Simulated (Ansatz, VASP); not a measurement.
**Mg in VASP and in Ansatz**

INCAR

```
  PREC = Accurate
  ENCUT = 520
  EDIFF = 1E-7
  ISMEAR = -1
  SIGMA = 0.05
  LREAL = False
  LASPH = True
  NELM = 100
  ALGO = Normal
  ISIF = 2
  LWAVE = False
  LCHARG = False
  GGA = PS
  NBANDS = 9
```

File KPOINTS:

```
Automatic mesh
0
Gamma
  9 9 9
```

POSCAR

```
Mg
1.0
    0.0000000000      3.0606187252      3.0606187252
    3.0606187252      0.0000000000      3.0606187252
    3.0606187252      3.0606187252      0.0000000000
Mg
2
Direct
   -0.1925000000     -0.1025000000     -0.1025000000
    0.1925000000      0.1025000000      0.1025000000
```

Input for Ansatz:

```yaml
crystal:
  lattice:
    - [0.0, 3.0606187252, 3.0606187252]
    - [3.0606187252, 0.0, 3.0606187252]
    - [3.0606187252, 3.0606187252, 0.0]
  atoms:
    - { symbol: Mg, position: [-0.1925, -0.1025, -0.1025] }
    - { symbol: Mg, position: [0.1925, 0.1025, 0.1025] }
kpoints:
  mp_grid: { grid: [9, 9, 9] }
scf:
  occupations: { method: fermi_dirac, width: 0.05 }
hamiltonian:
  xc: pbesol
  pseudopotentials: { kind: paw, source: ansatz }
output:
  forces: true
  stress: true
  eigenvalues: true
  write_density: true
  write_potential: true
  elf: true
  volumetric_format: npy
```

Change from the starting cell: shortest bond scaled by 0.82, PAW files, source ansatz.

Alike in both runs: task single point; functional PBEsol; k mesh 9 × 9 × 9; occupations fermi-dirac, width 0.05 eV; no spin polarisation.

|  | VASP | Ansatz |
| --- | --- | --- |
| version | VASP 6.6.1 | Ansatz 0.2.0 |
| potentials or method | VASP PAW PBE potentials, release 64 (Mg) | scalar-relativistic |
| plane-wave cutoff (eV) | 520 | 620 |
| valence electrons in the cell | 4 | 20 |

Ansatz gave:

| Property | Result |
| --- | --- |
| pressure (GPa) | 9.0 |
| traceless stress, the component that is largest in VASP (GPa) | -8.88 |
| rms of the force components (eV/Å) | 2.167 |

Q: Estimate VASP's values.

A: Pressure (GPa): 9.1; traceless stress, the component that is largest in VASP (GPa): -8.99; rms of the force components (eV/Å): 2.195.

VASP's potentials were made for PBE, not for PBEsol. Atom by atom the forces differ by 0.028 eV/Å (rms over components). The functional is the same, so the differences come from potentials, cutoffs and numerics. VASP's potentials hold 4 valence electrons a cell and Ansatz's 20, so a difference there can come from the potentials and not from the codes.
